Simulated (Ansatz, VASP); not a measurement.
Given: the input of a run of Ansatz 0.2.0 on FeGe.

input.yaml

```yaml
crystal:
  lattice:
    - [5.0633678031, 0.0, 0.0]
    - [-2.5316839015, 4.3850051461, 0.0]
    - [0.0, 0.0, 4.1699223156]
  atoms:
    - { symbol: Ge, position: [0.6666666667, 0.3333333333, 0.5] }
    - { symbol: Ge, position: [0.3333333333, 0.6666666667, 0.5] }
    - { symbol: Ge, position: [0.0, 0.0, 0.0] }
    - { symbol: Fe, position: [0.0, 0.5, 0.0], spin: 3.0 }
    - { symbol: Fe, position: [0.5, 0.5, 0.0], spin: 3.0 }
    - { symbol: Fe, position: [0.5, 0.0, 0.0], spin: 3.0 }
hamiltonian:
  xc: lda
  pseudopotentials: { kind: paw }
magnetization:
  spin_polarized: true
kpoints:
  mp_grid: { grid: [6, 6, 7] }
scf:
  occupations: { method: fermi_dirac, width: 0.05 }
output:
  forces: true
  stress: true
  eigenvalues: true
```

Potentials or basis: Ansatz PAW.

Run with:

```bash
$ ansatz run input.yaml --threads 1 --pin off --max-ram 3584MiB --backend cpu --events-out ev --progress --plain --runs-dir out
```

Problem. Translate it to VASP 6.6.1. Potentials there: VASP PAW LDA potentials, release 64 (Ge_d, Fe).

Solution. As run (the cutoff follows the program's own potentials):

The input INCAR:

```
SYSTEM = FeGe
PREC     = Accurate       ! precision mode
ENCUT    = 520            ! plane-wave cutoff, eV
EDIFF    = 1E-6           ! SCF threshold, eV
ISMEAR   = -1             ! smearing method
SIGMA    = 0.05           ! smearing width, eV
LREAL    = .False.        ! projectors in reciprocal space
LASPH    = .True.         ! aspherical terms in the spheres
NELM     = 150            ! most SCF steps
ALGO     = Normal         ! electronic algorithm
ISIF     = 2              ! what is computed and relaxed
LWAVE    = .False.        ! write WAVECAR
LCHARG   = .True.         ! write CHGCAR
ISPIN    = 2              ! spin polarisation
MAGMOM   = 0 0 0 3 3 3    ! initial moments
LORBIT   = 11             ! projections on sites
LMAXMIX  = 4              ! l up to which the mixer works
GGA      = CA             ! functional
LELF     = .True.         ! ELF
LVHAR    = .True.       
NBANDS   = 46             ! bands
```

File KPOINTS:

```
regular mesh
0
Gamma
  6 6 7
  0 0 0
```

The input POSCAR:

```
FeGe
1.0
    5.0633678031      0.0000000000      0.0000000000
   -2.5316839015      4.3850051461      0.0000000000
    0.0000000000      0.0000000000      4.1699223156
Ge Fe
3 3
Direct
    0.6666666667      0.3333333333      0.5000000000
    0.3333333333      0.6666666667      0.5000000000
    0.0000000000      0.0000000000      0.0000000000
    0.0000000000      0.5000000000      0.0000000000
    0.5000000000      0.5000000000      0.0000000000
    0.5000000000      0.0000000000      0.0000000000
```

Potentials or basis: VASP PAW LDA potentials, release 64 (Ge_d, Fe).

The run is started by

```bash
$ cat potpaw_LDA.64/Ge_d/POTCAR potpaw_LDA.64/Fe/POTCAR > POTCAR
$ mpirun -np 1 vasp_std > vasp.out
```

Both were run:

|  | VASP | Ansatz | Ansatz less VASP |
| --- | --- | --- | --- |
| gap on the k mesh at the Fermi level (eV) | none | none | - |
| pressure (GPa) | -18.5 | -18.5 | -0.03 |
| traceless stress, the component that is largest in VASP (GPa) | -0.33 | -0.05 | +0.283 |
| net moment per atom (μB) | 0.68 | 0.70 | +0.023 |
| size of the moment on the site where the two differ most (μB) | 1.42 | 1.48 | +0.061 |

LDA's correlation is that of Perdew and Zunger in VASP and of Perdew and Wang (1992) in Ansatz. Site moments also hang on the region over which each program counts them. A gap of «none» marks a metal or a gap that the smearing closes. VASP's potentials hold 66 valence electrons a cell and Ansatz's 90, so a difference there can come from the potentials and not from the codes.
